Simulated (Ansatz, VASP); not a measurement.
# One calculation of BeZn2Se3, two programs

File INCAR:

```
SYSTEM = BeZn2Se3
PREC     = Accurate       ! precision mode
ENCUT    = 520            ! plane-wave cutoff, eV
EDIFF    = 1E-6           ! SCF threshold, eV
ISMEAR   = 0              ! smearing method
SIGMA    = 0.1            ! smearing width, eV
LREAL    = .FALSE.        ! projectors in reciprocal space
LASPH    = .TRUE.         ! aspherical terms in the spheres
NELM     = 60             ! most SCF steps
ALGO     = Normal         ! electronic algorithm
ISIF     = 2              ! what is computed and relaxed
LWAVE    = .FALSE.        ! write WAVECAR
LCHARG   = .FALSE.        ! write CHGCAR
GGA      = PE             ! functional
NBANDS   = 56             ! bands
```

File KPOINTS:

```
regular mesh
0
G
  3 3 4
  0 0 0
```

File POSCAR:

```
BeZn2Se3
1.0
    6.7729402000      0.0000000000      0.0000000000
   -3.3864701000      5.8655383000      0.0000000000
    0.0000000000      0.0000000000      6.4466022000
Be Zn Se
2 4 6
Direct
    0.6666667000      0.3333333000      0.4996150000
    0.3333333000      0.6666667000      0.4996150000
    0.3415500000      0.3415500000      0.0033280000
    0.0000000000      0.6584500000      0.0033280000
    0.6584500000      0.0000000000      0.0033280000
    0.0000000000      0.0000000000      0.4994360000
    0.3578350000      0.3578350000      0.3867860000
    0.0000000000      0.6421650000      0.3867860000
    0.6421650000      0.0000000000      0.3867860000
    0.6666667000      0.3333333000      0.8488520000
    0.3333333000      0.6666667000      0.8488520000
    0.0000000000      0.0000000000      0.8832870000
```

Input for Ansatz:

```yaml
crystal:
  lattice:
    - [6.7729402, 0.0, 0.0]
    - [-3.3864701, 5.8655383, 0.0]
    - [0.0, 0.0, 6.4466022]
  atoms:
    - { symbol: Be, position: [0.6666667, 0.3333333, 0.499615] }
    - { symbol: Be, position: [0.3333333, 0.6666667, 0.499615] }
    - { symbol: Zn, position: [0.34155, 0.34155, 0.003328] }
    - { symbol: Zn, position: [0.0, 0.65845, 0.003328] }
    - { symbol: Zn, position: [0.65845, 0.0, 0.003328] }
    - { symbol: Zn, position: [0.0, 0.0, 0.499436] }
    - { symbol: Se, position: [0.357835, 0.357835, 0.386786] }
    - { symbol: Se, position: [0.0, 0.642165, 0.386786] }
    - { symbol: Se, position: [0.642165, 0.0, 0.386786] }
    - { symbol: Se, position: [0.6666667, 0.3333333, 0.848852] }
    - { symbol: Se, position: [0.3333333, 0.6666667, 0.848852] }
    - { symbol: Se, position: [0.0, 0.0, 0.883287] }
basis:
  ecutwfc: 420
kpoints:
  mp_grid: { grid: [3, 3, 4] }
hamiltonian:
  xc: pbe
scf:
  occupations: { method: gaussian, width: 0.1 }
  lower_state_search: "off"
output:
  forces: true
  stress: true
  eigenvalues: true
```

Alike in both runs: task single point; functional PBE; k mesh 3 × 3 × 4; occupations gaussian, width 0.1 eV; no spin polarisation.

```csv
,VASP,Ansatz
version,VASP 6.6.1,Ansatz 0.2.0
potentials or method,"VASP PAW PBE potentials, release 64 (Be, Zn, Se), cutoff 520 eV","scalar-relativistic, plane waves, PAW"
valence electrons in the cell,88,148
```

```tsv
	VASP	Ansatz	Ansatz less VASP
gap on the k mesh at the Fermi level (eV)	1.86	1.86	-0.001
least direct gap on the mesh (eV)	1.86	1.86	-0.001
pressure (GPa)	0.2	0.0	-0.20
rms of the force components (eV/Å)	0.005	0.001	-0.0036
```

Atom by atom the forces differ by 0.004 eV/Å (rms over components). With one functional, cell and mesh, what is left measures potentials, basis and numerics. VASP's potentials hold 88 valence electrons a cell and Ansatz's 148, so a difference there can come from the potentials and not from the codes.
